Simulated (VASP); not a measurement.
Input of a VASP 6.6.1 run:

INCAR

```
ALGO = Normal ; EDIFF = 1E-7
ENCUT = 520 ; GGA = PE
ISIF = 2 ; ISMEAR = 0
LASPH = T ; LCHARG = T
LELF = T ; LREAL = F
LVHAR = T ; LWAVE = F
NBANDS = 15 ; NELM = 60
PREC = Accurate ; SIGMA = 0.1
```

KPOINTS

```
k-points
0
Gamma
  16 16 16
```

File POSCAR:

```
TiC
1.0
    0.0000000000      2.1445263030      2.1445263030
    2.1445263030      0.0000000000      2.1445263030
    2.1445263030      2.1445263030      0.0000000000
Ti C
1 1
Direct
    0.0000000000      0.0000000000      0.0000000000
    0.5000000000      0.5000000000      0.5000000000
```

Potentials or basis: VASP PAW PBE potentials, release 64 (Ti_sv, C).

Run with:

```bash
$ cat potpaw_PBE.64/Ti_sv/POTCAR potpaw_PBE.64/C/POTCAR > POTCAR
$ mpirun -np 1 vasp_std > vasp.out
```

**Question.** Predict the band gap on the k mesh.

**Answer.** Zero (band 8 reaches 10.47 eV, above the bottom of band 9 at 9.35 eV).

**Question.** Predict the pressure.

**Answer.** 8.3 GPa.
